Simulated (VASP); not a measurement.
Write the native input for VASP 6.6.1 that does the following.

```
Task                   : single point
Functional             : PBE
Potentials or basis    : VASP PAW PBE potentials, release 64 (Zn, O)
Cutoff                 : 520 eV
k mesh                 : 12 × 12 × 6
Occupations            : gaussian, width 0.02 eV
Spin                   : no spin polarisation
Dipole correction      : no
Further INCAR settings : ALGO = Normal; EDIFF = 1e-06; NBANDS = 26
```

The structure of ZnO lies in POSCAR:

```
ZnO
1.0
    3.2407654093      0.0000000000      0.0000000000
   -1.6203827046      2.8065851721      0.0000000000
    0.0000000000      0.0000000000      5.5049624914
Zn O
2 2
Direct
    0.6666666659      0.3333333341      0.5061177229
    0.3333333341      0.6666666659      0.0061177229
    0.6666666676      0.3333333324      0.8741922771
    0.3333333324      0.6666666676      0.3741922771
```

This cell differs from its parent crystal: uniaxial strain along c: +4.0 %, then relaxed in part.

One way to write it, as run:

INCAR

```
ALGO = Normal ; EDIFF = 1E-6
ENCUT = 520 ; GGA = PE
ISIF = 2 ; ISMEAR = 0
LASPH = T ; LCHARG = F
LREAL = F ; LWAVE = F
NBANDS = 26 ; NELM = 100
PREC = Accurate ; SIGMA = 0.02
```

KPOINTS

```
k-points
0
Gamma
  12 12 6
```

Potentials or basis: VASP PAW PBE potentials, release 64 (Zn, O).

Run with:

```console
$ cat potpaw_PBE.64/Zn/POTCAR potpaw_PBE.64/O/POTCAR > POTCAR
$ mpirun -np 1 vasp_std > vasp.out
```

It gave:

```json
{
  "Pressure": "-1.3 GPa",
  "Largest force": "0.014 eV/Å",
  "Band gap on the k mesh": "0.62 eV, direct"
}
```

Caveat: the cell differs from its parent crystal (uniaxial strain along c: +4.0 %, then relaxed in part).

It took 30 s on 1 thread of Intel(R) Xeon(R) 6975P-C (Granite Rapids), on a shared host, peak memory 0.22 GiB.
